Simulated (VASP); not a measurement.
Wanted: the native input for a VASP 6.6.1 run.

```
Task                   : single point
Functional             : LDA
Potentials or basis    : VASP PAW LDA potentials, release 64 (Cu)
Cutoff                 : 520 eV
k mesh                 : 20 × 20 × 20
Occupations            : gaussian, width 0.1 eV
Spin                   : no spin polarisation
Dipole correction      : no
Further INCAR settings : ALGO = Normal; EDIFF = 1e-06; NBANDS = 12
```

The structure of Cu lies in POSCAR:

```
Cu
1.0
    0.0000000000      1.7230692117      1.7230692117
    1.7230692117      0.0000000000      1.7230692117
    1.7230692117      1.7230692117      0.0000000000
Cu
1
Direct
    0.0000000000      0.0000000000      0.0000000000
```

This cell differs from its parent crystal: volume scaled by 0.94.

These files were run (other wordings do the same):

INCAR

```
PREC = Accurate ; ENCUT = 520
EDIFF = 1E-6 ; ISMEAR = 0
SIGMA = 0.1 ; LREAL = False
LASPH = True ; NELM = 100
ALGO = Normal ; ISIF = 2
LWAVE = False ; LCHARG = False
GGA = CA ; NBANDS = 12
```

KPOINTS

```
Automatic mesh
0
Gamma
  20 20 20
```

Potentials or basis: VASP PAW LDA potentials, release 64 (Cu).

Launch:

```console
$ cat potpaw_LDA.64/Cu/POTCAR > POTCAR
$ mpirun -np 1 vasp_std > vasp.out
```

Results of the run:

The pressure is 14.6 GPa.

Wall time 22 s on 1 thread of AMD EPYC 7R43 64-Core Processor (Zen 3), on a shared host, peak memory 0.1 GiB.
